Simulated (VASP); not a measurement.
# Sr (Pm-3m) in VASP: further runs

The runs below take Sr through single point, with LDA.

Everything below comes from runs of VASP 6.6.1. Logs are shortened: lines on timing, memory, paths and dates and some standing lists are left out, and cuts for length are marked.

**1. The cell of the first run**

It takes space group Pm-3m (No. 221, cubic). Conventional cell: a = 2.893 Å, b = 2.893 Å, c = 2.893 Å, α = 90.00°, β = 90.00°, γ = 90.00°. Within 3.8 Å of Sr (site symmetry m-3m) lie 6 Sr at 2.89 Å.

This isn't the form of Sr at room conditions, which is fcc.

**2. Single point, LDA (24.21 Å³/atom)**

INCAR reads:

```
SYSTEM = Sr
PREC = Accurate
ENCUT = 520
EDIFF = 1E-6
ISMEAR = -1
SIGMA = 0.05
LREAL = .False.
LASPH = .True.
NELM = 60
ALGO = Normal
ISIF = 2
LWAVE = .False.
LCHARG = .False.
GGA = CA
NBANDS = 11
```

KPOINTS reads:

```
regular mesh
0
Gamma
  10 10 10
  0 0 0
```

POSCAR reads:

```
Sr
1.0
    2.8927394706      0.0000000000      0.0000000000
    0.0000000000      2.8927394706      0.0000000000
    0.0000000000      0.0000000000      2.8927394706
Sr
1
Direct
    0.0000000000      0.0000000000      0.0000000000
```

Potentials or basis: VASP PAW LDA potentials, release 64 (Sr_sv).

Command:

```console
> cat potpaw_LDA.64/Sr_sv/POTCAR > POTCAR
> mpirun -np 1 vasp_std > vasp.out
```

OUTCAR:

```text
SYSTEM = Sr
   PREC = Accurate
   ENCUT = 520
   EDIFF = 1E-6
   ISMEAR = -1
   LREAL = .False.
   LASPH = .True.
   NELM = 60
   ISIF = 2
   GGA = CA

 ion  position               nearest neighbor table
   1  0.000  0.000  0.000-

  LATTYP: Found a simple cubic cell.
 ALAT       =     2.8927394706

  Lattice vectors:

 A1 = (   2.8927394706,   0.0000000000,   0.0000000000)
 A2 = (   0.0000000000,   2.8927394706,   0.0000000000)
 A3 = (   0.0000000000,   0.0000000000,   2.8927394706)

Analysis of symmetry for initial positions (statically):
=====================================================================
 Subroutine PRICEL returns:
 Original cell was already a primitive cell.

 Routine SETGRP: Setting up the symmetry group for a
 simple cubic supercell.

 Subroutine GETGRP returns: Found 48 space group operations
 (whereof 48 operations were pure point group operations)
 out of a pool of 48 trial point group operations.

The static configuration has the point symmetry O_h .

Analysis of symmetry for dynamics (positions and initial velocities):
=====================================================================
 Subroutine PRICEL returns:
 Original cell was already a primitive cell.

 Routine SETGRP: Setting up the symmetry group for a
 simple cubic supercell.

 Subroutine GETGRP returns: Found 48 space group operations
 (whereof 48 operations were pure point group operations)
 out of a pool of 48 trial point group operations.

The dynamic configuration has the point symmetry O_h .

 Subroutine INISYM returns: Found 48 space group operations
 (whereof 48 operations are pure point group operations),
 and found     1 'primitive' translations

----------------------------------------------------------------------------------------

                                     Primitive cell

  volume of cell :      24.2063

  direct lattice vectors                    reciprocal lattice vectors
     2.892739471  0.000000000  0.000000000     0.345693074  0.000000000  0.000000000
     0.000000000  2.892739471  0.000000000     0.000000000  0.345693074  0.000000000
     0.000000000  0.000000000  2.892739471     0.000000000  0.000000000  0.345693074

  length of vectors
     2.892739471  2.892739471  2.892739471     0.345693074  0.345693074  0.345693074

  position of ions in fractional coordinates (direct lattice)
     0.000000000  0.000000000  0.000000000

  ion indices of the primitive-cell ions
   primitive index   ion index
                 1           1

----------------------------------------------------------------------------------------

 KPOINTS: regular mesh

Automatic generation of k-mesh.
 Grid dimensions read from file:
 generate k-points for:   10   10   10

 Generating k-lattice:

  Cartesian coordinates                     Fractional coordinates (reciprocal lattice)
     0.034569307  0.000000000  0.000000000     0.100000000  0.000000000  0.000000000
     0.000000000  0.034569307  0.000000000     0.000000000  0.100000000  0.000000000
     0.000000000  0.000000000  0.034569307     0.000000000  0.000000000  0.100000000

  Length of vectors
     0.034569307  0.034569307  0.034569307

  Shift w.r.t. Gamma in fractional coordinates (k-lattice)
     0.000000000  0.000000000  0.000000000

 Subroutine IBZKPT returns following result:
 ===========================================

 Found     56 irreducible k-points:

 Following reciprocal coordinates:
            Coordinates               Weight
  0.000000  0.000000  0.000000      1.000000
  0.100000  0.000000  0.000000      6.000000
  0.200000  0.000000  0.000000      6.000000
  0.300000  0.000000  0.000000      6.000000
  0.400000  0.000000  0.000000      6.000000
  0.500000  0.000000  0.000000      3.000000
[... 16 lines left out ...]
  0.200000  0.100000  0.100000     24.000000
  0.300000  0.100000  0.100000     24.000000
 [... further k-points ...]
   k-points           NKPTS =     56   k-points in BZ     NKDIM =     56   number of bands    NBANDS=     11
   number of dos      NEDOS =    301   number of ions     NIONS =      1
   total plane-waves  NPLWV =  13824
   dimension x,y,z NGX =    24 NGY =   24 NGZ =   24
   dimension x,y,z NGXF=    48 NGYF=   48 NGZF=   48
   ions per type =               1
   NGX,Y,Z   is equivalent  to a cutoff of  13.79, 13.79, 13.79 a.u.
   NGXF,Y,Z  is equivalent  to a cutoff of  27.59, 27.59, 27.59 a.u.
 SYSTEM =  Sr
   PREC   = accura    normal or accurate (medium, high low for compatibility)
   ISTART =      0    job   : 0-new  1-cont  2-samecut
   ICHARG =      2    charge: 1-file 2-atom 10-const
   ISPIN  =      1    spin polarized calculation?
   LNONCOLLINEAR =      F non collinear calculations
   LSORBIT =      F    spin-orbit coupling
   LASPH  =      T    aspherical Exc in radial PAW
   ENCUT  =  520.0 eV  38.22 Ry    6.18 a.u.   5.38  5.38  5.38*2*pi/ulx,y,z
   NELM   =     60;   NELMIN=  2; NELMDL= -5     # of ELM steps
   EDIFF  = 0.1E-05   stopping-criterion for ELM
   LREAL  =      F    real-space projection
[... 7 lines left out ...]
   TEBEG  =    0.0;   TEEND  =   0.0 temperature during run
   PSTRESS=    0.0 pullay stress
   NELECT =      10.0000    total number of electrons
   NUPDOWN=      -1.0000    fix difference up-down
   EMIN   =  10.00;   EMAX   =-10.00  energy-range for DOS
   EFERMI =   0.00;   METHOD = LEGACY
   ISMEAR =    -1;   SIGMA  =   0.05  broadening in eV -4-tet -1-fermi 0-gaus
   EFERMI_NEDOS =   21; number of points for ismear=-14 and -15
   IALGO  =     38    algorithm
   IMIX   =      4    mixing-type and parameters
     AMIX     =   0.40;   BMIX     =  1.00
     AMIX_MAG =   1.60;   BMIX_MAG =  1.00
  volume/ion in A,a.u.               =      24.21       163.35
  Fermi-wavevector in a.u.,A,eV,Ry     =   1.219267  2.304081 20.226587  1.486612
  Thomas-Fermi vector in A             =   2.354525
   LORBIT       =      0    0 simple, 1 ext, 2 COOP (PROOUT), +10 PAW based schemes
   GGA     = CA    functional components
   LHFCALC =     F    Hartree Fock is set to
   AEXX    =    0.0000 exact exchange contribution
   IVDW    =     0    specifies the selected vdW correction
   LEPSILON=     F    determine dielectric tensor
   LRPA    =     F    only Hartree local field effects (RPA)
 non-spin polarized calculation
  energy-cutoff  :      520.00
  volume of cell :       24.21
 maximum number of plane-waves:       672
 NGX is ok and might be reduce to    24
   NGX = 11   NGY = 11   NGZ = 11

 number of electron      10.0000000 magnetization

 Free energy of the ion-electron system (eV)
  ---------------------------------------------------
  ext. energy  EPLUGINS =         0.00000000
  ---------------------------------------------------
  free energy    TOTEN  =        -0.49333971 eV

  energy without entropy =       -0.48643311  energy(sigma->0) =       -0.48988641

 E-fermi :   4.9049     XC(G=0): -10.6253

 val. band max:        4.8680580982   @ k =   0.5000   0.2000   0.1000
 cond. band min:       4.9307211646   @ k =   0.4000   0.4000   0.4000
 fundamental gap:      0.0626630664
 Fermi energy:         4.9049028181

 k-point     1 :       0.0000    0.0000    0.0000
  band No.  band energies     occupation
      1     -31.2634      2.00000
      2     -11.8584      2.00000
      3     -11.8584      2.00000
      4     -11.8584      2.00000
      5       1.4065      2.00000
      6       4.7532      1.90824
      7       4.7532      1.90824
      8      14.7392      0.00000
      9      14.7392      0.00000
     10      14.7392      0.00000
     11      19.3180      0.00000

 k-point     2 :       0.1000    0.0000    0.0000
  band No.  band energies     occupation
      1     -31.2246      2.00000
      2     -12.1917      2.00000
      3     -11.8307      2.00000
      4     -11.8307      2.00000
      5       1.7265      2.00000
      6       4.8523      1.48242
      7       5.1880      0.00693
      8      13.8724      0.00000
      9      13.8724      0.00000
     10      14.7919      0.00000
     11      18.1566      0.00000

 k-point     3 :       0.2000    0.0000    0.0000
  band No.  band energies     occupation
      1     -31.1209      2.00000
      2     -12.9855      2.00000
      3     -11.7572      2.00000
      4     -11.7572      2.00000
      5       2.4706      2.00000
      6       5.1281      0.02278
      7       6.3462      0.00000
      8      12.3467      0.00000
      9      12.3467      0.00000
     10      14.9336      0.00000
     11      16.4438      0.00000

 k-point     4 :       0.3000    0.0000    0.0000
  band No.  band energies     occupation
      1     -30.9881      2.00000
      2     -13.8527      2.00000
      3     -11.6643      2.00000
      4     -11.6643      2.00000
      5       3.3764      2.00000
      6       5.5086      0.00001
      7       7.4625      0.00000
      8      11.0152      0.00000
      9      11.0152      0.00000
     10      15.1168      0.00000
     11      15.8277      0.00000
[... 239 lines left out ...]
 k-point    22 :       0.1000    0.1000    0.1000
  band No.  band energies     occupation
      1     -31.1475      2.00000
      2     -12.1812      2.00000
      3     -12.1049      2.00000
      4     -12.1049      2.00000
      5       2.3679      2.00000
      6       5.5353      0.00001
      7       5.5353      0.00001
      8      12.6841      0.00000
      9      13.2569      0.00000
     10      13.2569      0.00000
     11      19.8238      0.00000

 k-point    23 :       0.2000    0.1000    0.1000
  band No.  band energies     occupation
      1     -31.0446      2.00000
      2     -12.9153      2.00000
      3     -12.0691      2.00000
      4     -12.0261      2.00000
      5       3.0867      2.00000
      6       5.7990      0.00000
      7       6.6287      0.00000
      8      11.4726      0.00000
      9      11.6075      0.00000
     10      13.3541      0.00000
     11      18.0435      0.00000

 k-point    24 :       0.3000    0.1000    0.1000
  band No.  band energies     occupation
      1     -30.9130      2.00000
      2     -13.7695      2.00000
      3     -11.9659      2.00000
      4     -11.9263      2.00000
      5       3.9253      2.00000
      6       6.1734      0.00000
      7       7.3569      0.00000
      8      10.1620      0.00000
      9      11.0464      0.00000
     10      13.6110      0.00000
     11      16.9637      0.00000

 [... further k-points ...]

------------------------ aborting loop because EDIFF is reached ----------------------------------------

  FORCE on cell =-STRESS in cart. coord.  units (eV):
  Direction    XX          YY          ZZ          XY          YZ          ZX
  --------------------------------------------------------------------------------------
  -------------------------------------------------------------------------------------
  Total        3.6376822      3.6376822      3.6376822      0.0000000      0.0000000     -0.0000000
  in kB      240.7727736    240.7727736    240.7727736      0.0000000      0.0000000     -0.0000000
  external PRESSURE =     240.7727736 kB  Pullay stress =       0.0000000 kB

 VOLUME and BASIS-vectors are now :
 -----------------------------------------------------------------------------
  energy-cutoff  :      520.00
  volume of cell :       24.21
      direct lattice vectors                 reciprocal lattice vectors
     2.892739471  0.000000000  0.000000000     0.345693074  0.000000000  0.000000000
     0.000000000  2.892739471  0.000000000     0.000000000  0.345693074  0.000000000
     0.000000000  0.000000000  2.892739471     0.000000000  0.000000000  0.345693074

 POSITION                                       TOTAL-FORCE (eV/Angst)
 -----------------------------------------------------------------------------------
      0.00000      0.00000      0.00000         0.000000      0.000000      0.000000
 -----------------------------------------------------------------------------------
    total drift:                                0.000000      0.000000     -0.000000

  FREE ENERGIE OF THE ION-ELECTRON SYSTEM (eV)
  ---------------------------------------------------
  free  energy   TOTEN  =        -0.4933397147 eV

  energy  without entropy=       -0.4864331089  energy(sigma->0) =       -0.48988641
```

It took 16 s on 1 thread of AMD EPYC 7R13, shared host; peak memory 0.11 GiB.

What came out:

```
Free energy            : -0.4933 eV
Pressure               : 24.1 GPa
Band gap on the k mesh : zero (bands 5 and 6 overlap by 1.36 eV)
```

Caveat: the cell stands under pressure.

**3. Single point, LDA (29.05 Å³/atom)**

This run uses another cell than the first one, of 29.05 Å³/atom.

INCAR reads:

```
SYSTEM = Sr
PREC = Accurate ; ENCUT = 520
EDIFF = 1E-7 ; ISMEAR = -1
SIGMA = 0.05 ; LREAL = .False.
LASPH = .True. ; NELM = 60
ALGO = Normal ; ISIF = 2
LWAVE = .False. ; LCHARG = .True.
LELF = .True. ; LVHAR = .True.
NBANDS = 11
```

KPOINTS is that of step 2.

POSCAR reads:

```
Sr
1.0
    3.0739943868      0.0000000000      0.0000000000
    0.0000000000      3.0739943868      0.0000000000
    0.0000000000      0.0000000000      3.0739943868
Sr
1
Direct
    0.0000000000      0.0000000000      0.0000000000
```

Potentials or basis: VASP PAW LDA potentials, release 64 (Sr_sv).

Command:

```console
> cat potpaw_LDA.64/Sr_sv/POTCAR > POTCAR
> mpirun -np 1 vasp_std > vasp.out
```

OUTCAR:

```text
SYSTEM = Sr
   PREC = Accurate
   ENCUT = 520
   EDIFF = 1E-7
   ISMEAR = -1
   LREAL = .False.
   LASPH = .True.
   NELM = 60
   ISIF = 2

 ion  position               nearest neighbor table
   1  0.000  0.000  0.000-

  LATTYP: Found a simple cubic cell.
 ALAT       =     3.0739943868

  Lattice vectors:

 A1 = (   3.0739943868,   0.0000000000,   0.0000000000)
 A2 = (   0.0000000000,   3.0739943868,   0.0000000000)
 A3 = (   0.0000000000,   0.0000000000,   3.0739943868)

[... 514 lines left out ...]

 [... further k-points ...]

------------------------ aborting loop because EDIFF is reached ----------------------------------------

  FORCE on cell =-STRESS in cart. coord.  units (eV):
  Direction    XX          YY          ZZ          XY          YZ          ZX
  --------------------------------------------------------------------------------------
  -------------------------------------------------------------------------------------
  Total        2.2559085      2.2559085      2.2559085     -0.0000000     -0.0000000      0.0000000
  in kB      124.4293566    124.4293566    124.4293566     -0.0000000     -0.0000000      0.0000000
  external PRESSURE =     124.4293566 kB  Pullay stress =       0.0000000 kB

 VOLUME and BASIS-vectors are now :
 -----------------------------------------------------------------------------
  energy-cutoff  :      520.00
  volume of cell :       29.05
      direct lattice vectors                 reciprocal lattice vectors
     3.073994387  0.000000000  0.000000000     0.325309638  0.000000000  0.000000000
     0.000000000  3.073994387  0.000000000     0.000000000  0.325309638  0.000000000
     0.000000000  0.000000000  3.073994387     0.000000000  0.000000000  0.325309638

 POSITION                                       TOTAL-FORCE (eV/Angst)
 -----------------------------------------------------------------------------------
      0.00000      0.00000      0.00000         0.000000      0.000000      0.000000
 -----------------------------------------------------------------------------------
    total drift:                                0.000000     -0.000000     -0.000000

  FREE ENERGIE OF THE ION-ELECTRON SYSTEM (eV)
  ---------------------------------------------------
  free  energy   TOTEN  =        -1.0262809906 eV

  energy  without entropy=       -1.0219388479  energy(sigma->0) =       -1.02410992
```

OSZICAR:

```text
N       E                     dE             d eps       ncg     rms          rms(c)
DAV:   1     0.373996728596E+02    0.37400E+02   -0.54165E+03  1232   0.858E+02
DAV:   2     0.703155188804E-01   -0.37329E+02   -0.36501E+02  1442   0.176E+02
DAV:   3    -0.107364956541E+01   -0.11440E+01   -0.11323E+01  1714   0.235E+01
DAV:   4    -0.110930232376E+01   -0.35653E-01   -0.35637E-01  1518   0.354E+00
DAV:   5    -0.111063588700E+01   -0.13336E-02   -0.13335E-02  1720   0.477E-01    0.190E+01
DAV:   6    -0.105268508724E+01    0.57951E-01   -0.38608E-02  1600   0.123E+00    0.113E+01
DAV:   7    -0.102596253533E+01    0.26723E-01   -0.72525E-02  1762   0.161E+00    0.432E-01
DAV:   8    -0.102626342712E+01   -0.30089E-03   -0.34488E-03  1409   0.462E-01    0.105E-01
DAV:   9    -0.102627832546E+01   -0.14898E-04   -0.50749E-05  1580   0.673E-02    0.457E-02
DAV:  10    -0.102628103862E+01   -0.27132E-05   -0.67178E-06  1598   0.247E-02    0.409E-03
DAV:  11    -0.102628099064E+01    0.47981E-07   -0.58891E-07  1874   0.526E-03
   1 F= -.10262810E+01 E0= -.10241099E+01  d E =-.434214E-02
```

stdout:

```text
POSCAR found type information on POSCAR Sr
 POSCAR found :  1 types and       1 ions
 scaLAPACK will be used
 LDA part: xc-table for (Slater(with rela. corr.)+CA(PZ))
 , standard interpolation
 POSCAR, INCAR and KPOINTS ok, starting setup
 FFT: planning ... GRIDC
 FFT: planning ... GRID_SOFT
 FFT: planning ... GRID
 WAVECAR not read
 entering main loop
```

Wall time 16 s (1 thread of AMD EPYC 7R13, shared host); peak memory 0.11 GiB.

Results:

- Free energy: -1.0263 eV
- Pressure: 12.4 GPa
- Band gap on the k mesh: zero (bands 5 and 6 overlap by 0.34 eV)

Caveat: the cell stands under pressure.
